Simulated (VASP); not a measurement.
Set up this calculation in VASP 6.6.1, as the native input.

```
Task                   : relaxation of cell and atoms
Functional             : r2SCAN
Dispersion             : D4
Potentials or basis    : VASP PAW PBE potentials, release 64 (Ca_sv, S)
Cutoff                 : 550 eV
k mesh                 : 5 × 5 × 5
Occupations            : gaussian, width 0.01 eV
Spin                   : no spin polarisation
Dipole correction      : no
Further INCAR settings : ALGO = Normal; EDIFF = 1e-07; IBRION = 2; EDIFFG = -0.01; NSW = 60; ISIF = 3
```

The system is CaS (Oldhamite).

```
Ca S
1.0
     0.00000    2.84300    2.84300
     2.84300    0.00000    2.84300
     2.84300    2.84300    0.00000
Ca S
1 1
Direct
  0.00000 0.00000 0.00000
  0.50000 0.50000 0.50000
```

These files were run (other wordings do the same):

POSCAR

```
CaS
1.0
    0.0000000000      2.8430000000      2.8430000000
    2.8430000000      0.0000000000      2.8430000000
    2.8430000000      2.8430000000      0.0000000000
Ca S
1 1
Direct
    0.0000000000      0.0000000000      0.0000000000
    0.5000000000      0.5000000000      0.5000000000
```

INCAR.step1

```
SYSTEM = CaS
  PREC = Accurate
  ENCUT = 550
  ISMEAR = 0
  SIGMA = 0.01
  LREAL = .FALSE.
  LASPH = .TRUE.
  NELM = 120
  GGA = PE
  ALGO = Normal
  EDIFF = 1E-5
  LWAVE = .TRUE.
  LCHARG = .FALSE.
  GGA_COMPAT = .FALSE.
  IBRION = 2
  ISIF = 3
  EDIFFG = -0.005
  NELMIN = 4
  NSW = 100
```

INCAR.step2

```
SYSTEM = CaS
  PREC = Accurate
  ENCUT = 550
  EDIFF = 1E-7
  ISMEAR = 0
  SIGMA = 0.01
  LREAL = .FALSE.
  LASPH = .TRUE.
  NELM = 120
  ALGO = Normal
  ISIF = 3
  LWAVE = .FALSE.
  LCHARG = .FALSE.
  METAGGA = R2SCAN
  LMIXTAU = .TRUE.
  IVDW = 13
  VDW_S6 = 1.0
  VDW_S8 = 0.6018749
  VDW_A1 = 0.51559235
  VDW_A2 = 5.77342911
  IBRION = 2
  NSW = 60
  EDIFFG = -0.01
  ISTART = 1
  GGA_COMPAT = .FALSE.
  NELMIN = 4
```

KPOINTS

```
Automatic mesh
0
G
  5 5 5
  0 0 0
```

Potentials or basis: VASP PAW PBE potentials, release 64 (Ca_sv, S).

The run is started by

```sh
$ cat potpaw_PBE.64/Ca_sv/POTCAR potpaw_PBE.64/S/POTCAR > POTCAR
$ cp INCAR.step1 INCAR
$ mpirun -np 1 vasp_std > vasp.out
$ cp INCAR.step2 INCAR
$ mpirun -np 1 vasp_std > vasp.out
```

Results of the run:

```yaml
Relaxed_volume: 23.02 Å³/atom
Relaxed_cell: a = 4.023 Å, b = 4.023 Å, c = 4.023 Å, α = 60.00°, β = 60.00°, γ = 60.00°
Space_group_after_relaxing_to_0.05_Å: Fm-3m (No. 225)
Energy_gained_by_relaxing: 0.0 meV/atom
Ionic_steps: 2
Pressure_after_relaxing: 0.0 GPa
Band_gap_on_the_k_mesh: 2.93 eV, indirect (least direct gap 3.71 eV)
Dispersion_energy_per_atom: -0.083 eV
```

Caveat: the PAW data sets were made with another functional, which shifts forces and pressure a little.

Wall time 70 s on 1 thread of Intel Xeon 6975P-C (shared host), peak memory 0.19 GiB.
